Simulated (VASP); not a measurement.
KZrN, 3 atoms in the cell. The structure is hexagonal, space group P-6m2 (No. 187). Conventional cell: a = 4.206 Å, b = 4.206 Å, c = 4.800 Å, α = 90.00°, β = 90.00°, γ = 120.00°. K (site symmetry -6m2) has 6 Zr at 3.41 Å and 6 N at 3.41 Å and 6 K at 4.21 Å within 4.5 Å. Within 3.2 Å of Zr (site symmetry -6m2) lie 3 N at 2.43 Å. N (site symmetry -6m2) has 3 Zr at 2.43 Å within 3.2 Å. The cell was generated, and may not be a known phase.

```yaml
Program: VASP 6.6.1
Task: single point
Functional: PBE
Potentials_or_basis: VASP PAW PBE potentials, release 64 (K_sv, Zr_sv, N)
Cutoff: 520 eV
k_mesh: 6 × 6 × 4
Occupations: gaussian, width 0.1 eV
Spin: no spin polarisation
Dipole_correction: no
Further_INCAR_settings: ALGO = Normal; EDIFF = 1e-06; NBANDS = 20
```

Potentials or basis: VASP PAW PBE potentials, release 64 (K_sv, Zr_sv, N).

The run is started by

```bash
$ cat potpaw_PBE.64/K_sv/POTCAR potpaw_PBE.64/Zr_sv/POTCAR potpaw_PBE.64/N/POTCAR > POTCAR
$ mpirun -np 1 vasp_std > vasp.out
```

Hardware: 1 thread of Intel Xeon 8259CL (shared host).

**Question.** How long does it take, and how much memory?

**Answer.** It took 47 s on 1 thread of Intel Xeon 8259CL, with other jobs on the host, peak memory 0.2 GiB. Counts: scf iterations 14, k points 21.
